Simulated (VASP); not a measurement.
BaTiO3:

```
CELL_PARAMETERS angstrom
2.82737 1.63238 2.31839
-2.82737 1.63238 2.31839
0.00000 -3.26476 2.31839
ATOMIC_POSITIONS crystal
Ba 0.00000 0.00000 0.00000
Ti 0.48450 0.48450 0.48450
O 0.50860 0.01750 0.50860
O 0.01750 0.50860 0.50860
O 0.50860 0.50860 0.01750
```

```yaml
Program: VASP 6.6.1
Task: relaxation of cell and atoms
Functional: r2SCAN
Potentials_or_basis: VASP PAW PBE potentials, release 64 (Ba_sv, Ti_sv, O)
Cutoff: 600 eV
k_mesh: 7 × 7 × 7
Occupations: fermi-dirac, width 0.05 eV
Spin: no spin polarisation
```

At the start: pressure 3.8 GPa; volume 12.84 Å³/atom.

How do energy, volume and symmetry change on relaxing?

Over 8 steps the energy falls by 3.4 meV/atom and the volume is 13.14 Å³/atom (+2.3 %); space group R3m (No. 160, to 0.05 Å).

Step by step:
```
step  energy change (eV)  largest force (eV/Å)  pressure (GPa)  volume (Å³)
   1              0.0000                0.2557            3.78        64.20
   2              0.0093                0.3099           -4.29        67.06
   3             -0.0155                0.0907            0.04        65.44
   4             -0.0162                0.0610            0.03        65.50
   5             -0.0167                0.0481            0.01        65.61
   6             -0.0169                0.0248            0.02        65.64
   7             -0.0170                0.0058            0.02        65.67
   8             -0.0170                0.0030           -0.02        65.70
```

Final structure:
```
Ba Ti O
1.0
     2.84875    1.64472    2.33703
    -2.84875    1.64472    2.33703
     0.00000   -3.28945    2.33703
Ba Ti O
1 1 3
Direct
  0.99753 0.99753 0.99753
  0.48426 0.48426 0.48426
  0.50932 0.01877 0.50932
  0.01877 0.50932 0.50932
  0.50932 0.50932 0.01877
```

Caveat: the PAW data sets were made with another functional, which shifts forces and pressure a little.
